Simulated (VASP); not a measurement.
Runs of VASP 6.6.1 on Ti. The structure is that of space group P6_3/mmc (No. 194), or close to it. The cells are those of the table. 

```tsv
task	cell	cutoff (eV)	gap on the mesh (eV)	pressure (GPa)
single point	a = 2.936, b = 2.936, c = 4.658 Å, angles 90.0, 90.0, 120.0°, 2 atoms	520	none	-0.3
single point	a = 2.800, b = 2.800, c = 4.451 Å, angles 90.0, 90.0, 120.0°, 2 atoms	520	none	(a)
single point	a = 2.860, b = 2.860, c = 4.539 Å, angles 90.0, 90.0, 120.0°, 2 atoms	520	none	9.6
relaxation of cell and atoms	relaxed to 20 GPa from a = 2.950, b = 2.950, c = 4.680 Å, angles 90.0, 90.0, 120.0°, 2 atoms	600	none	20.0
relaxation of cell and atoms	relaxed to 5 GPa from a = 2.950, b = 2.950, c = 4.680 Å, angles 90.0, 90.0, 120.0°, 2 atoms	600	none	5.0
```

Alike in all rows: level PBE; potentials or basis VASP PAW PBE potentials, release 64 (Ti_sv); no spin polarisation; k mesh 11 × 11 × 6; smearing methfessel-paxton 0.1 eV.

Problem. Estimate the missing entries.

Solution. (a) 19.4.

Caveats: the cell stands under pressure (at least some runs); the cell is relaxed towards a set pressure, so the run minimises the enthalpy, not the energy (at least some runs).

A gap of «none» marks levels without a gap at the run's occupations.
